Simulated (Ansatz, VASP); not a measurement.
## Cu in VASP and in Ansatz

```
Cu
1.0
     2.41992    0.00000    0.00000
    -1.20996    2.09571    0.00000
     0.00000    0.00000    7.90648
Cu
4
Direct
  0.00000 0.00000 0.00000
  0.00000 0.00000 0.50000
  0.33333 0.66667 0.25000
  0.66667 0.33333 0.75000
```

Alike in both runs: task single point; functional LDA; k mesh 19 × 19 × 5; occupations fermi-dirac, width 0.1 eV; no spin polarisation.

|  | VASP | Ansatz |
| --- | --- | --- |
| version | VASP 6.6.1 | Ansatz 0.2.0 |
| potentials or method | VASP PAW LDA potentials, release 64 (Cu_sv_GW), cutoff 820 eV | plane waves (420 eV) with PAW, scalar-relativistic |
| valence electrons in the cell | 76 | 76 |

VASP gave:

```
pressure (GPa)                                                : 18.0
traceless stress, the component that is largest in VASP (GPa) : 0.74
```

Task: What did Ansatz give for the same quantities?

Result: Pressure (GPa): 19.1; traceless stress, the component that is largest in VASP (GPa): 0.76.

Ansatz warns that its potentials were made for another functional, while VASP's fit it. LDA's correlation is that of Perdew and Zunger in VASP and of Perdew and Wang (1992) in Ansatz.
